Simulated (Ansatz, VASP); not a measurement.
## Two plane-wave programs on AlGa3As4

```
CELL_PARAMETERS angstrom
3.99209 0.00000 0.00000
-1.99604 3.45725 0.00000
0.00000 0.00000 13.15377
ATOMIC_POSITIONS crystal
Al 0.00000 0.00000 0.99930
Ga 0.66667 0.33333 0.24872
Ga 0.66667 0.33333 0.74828
Ga 0.00000 0.00000 0.49865
As 0.66667 0.33333 0.06191
As 0.66667 0.33333 0.56146
As 0.00000 0.00000 0.31174
As 0.00000 0.00000 0.81174
```

Alike in both runs: functional PBEsol; k mesh 12 × 12 × 2; occupations gaussian, width 0.02 eV; no spin polarisation.

Ansatz relaxed the structure, and its values are those at the end. VASP's run is a single point on that final structure, the one shown.

```csv
,VASP,Ansatz
version,VASP 6.6.1,Ansatz 0.2.0
potentials or method,"VASP PAW PBE potentials, release 64 (Al, Ga_d, As), cutoff 520 eV","scalar-relativistic, plane waves, PAW"
valence electrons in the cell,62,102
```

VASP gave:

| Property | Result |
| --- | --- |
| gap on the k mesh at the Fermi level (eV) | 0.60 |
| least direct gap on the mesh (eV) | 0.60 |
| pressure (GPa) | 0.2 |
| rms of the force components (eV/Å) | 0.003 |

What did Ansatz give for the same quantities?

gap on the k mesh at the Fermi level (eV): 0.59; least direct gap on the mesh (eV): 0.59; pressure (GPa): 0.0; rms of the force components (eV/Å): 0.003.

VASP's potentials were made for PBE, not for PBEsol. VASP's potentials hold 62 valence electrons a cell and Ansatz's 102, so a difference there can come from the potentials and not from the codes.
